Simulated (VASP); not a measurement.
Input of a VASP 6.6.1 run:

The input INCAR:

```
SYSTEM = Cs3Pr
PREC = Accurate ; ENCUT = 500
EDIFF = 1E-6 ; ISMEAR = 0
SIGMA = 0.2 ; LREAL = .FALSE.
LASPH = .TRUE. ; NELM = 200
ALGO = Normal ; ISIF = 2
LWAVE = .FALSE. ; LCHARG = .FALSE.
GGA = PE ; NBANDS = 27
GGA_COMPAT = .FALSE. ; LMAXMIX = 6
```

Contents of KPOINTS:

```
Automatic mesh
0
G
  4 4 4
  0 0 0
```

The input POSCAR:

```
Cs3Pr
1.0
    0.0000000000      5.2615021402      5.2615021402
    5.2615021402      0.0000000000      5.2615021402
    5.2615021402      5.2615021402      0.0000000000
Cs Pr
3 1
Direct
    0.0000000000      0.0000000000      0.0000000000
    0.2500000000      0.2500000000      0.2500000000
    0.7500000000      0.7500000000      0.7500000000
    0.5000000000      0.5000000000      0.5000000000
```

Potentials or basis: VASP PAW PBE potentials, release 64 (Cs_sv, Pr_3), 4f in core.

Run with:

```console
$ cat potpaw_PBE.64/Cs_sv/POTCAR potpaw_PBE.64/Pr_3/POTCAR > POTCAR
$ mpirun -np 1 vasp_std > vasp.out
```

Q: What does it give for the band gap on the k mesh?

A: Zero (bands 19 and 20 overlap by 0.46 eV).

Q: Predict the pressure.

A: 0.3 GPa.

Caveat: spin-orbit coupling is left out, which moves the levels of the heavy elements; the 4f electrons are frozen in the core, so they carry no moment and show no levels. Spin polarisation is off, so any magnetic state and its effect on volume and gap are missing.
